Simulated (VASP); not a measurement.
Crystal: Ga.

```
Ga
1.0
     1.58640    0.91591    7.66696
    -1.58640    0.91591    7.66696
     0.00000   -1.83181    7.66696
Ga
3
Cartesian
  0.0000 0.0000 0.0000
  0.0000 0.0000 5.1113
  0.0000 0.0000 17.8896
```

| Item | Value |
| --- | --- |
| Program | VASP 6.6.1 |
| Task | relaxation of cell and atoms |
| Functional | PBEsol |
| Potentials or basis | VASP PAW PBE potentials, release 64 (Ga_d) |
| Cutoff | 600 eV |
| k mesh | 6 × 6 × 6 |
| Occupations | gaussian, width 0.1 eV |
| Spin | no spin polarisation |

At the start: pressure -8.2 GPa; volume 22.28 Å³/atom.

Problem. How do energy, volume and symmetry change on relaxing?

Solution. Over 4 steps the energy falls by 149.7 meV/atom and the volume is 17.65 Å³/atom (-20.8 %); space group R-3m (No. 166, to 0.05 Å).

The path:
```csv
step,energy change (eV),largest force (eV/Å),pressure (GPa),volume (Å³)
1,0.0000,0.0538,-8.24,66.84
2,-0.4108,0.0068,-3.59,56.35
3,-0.4487,0.0305,0.46,52.53
4,-0.4492,0.0250,-0.18,52.94
```

Final structure:
```
Ga
1.0
     1.47142    0.84953    7.05841
    -1.47142    0.84953    7.05841
     0.00000   -1.69905    7.05841
Ga
3
Direct
  0.00000 0.00000 0.00000
  0.22207 0.22207 0.22207
  0.77793 0.77793 0.77793
```

Caveat: the k points lie up to 0.41 Å⁻¹ apart in the final cell; the volume moved by over 15 % at a fixed basis, so the end points are rough; the PAW data sets were made with another functional, which shifts forces and pressure a little.
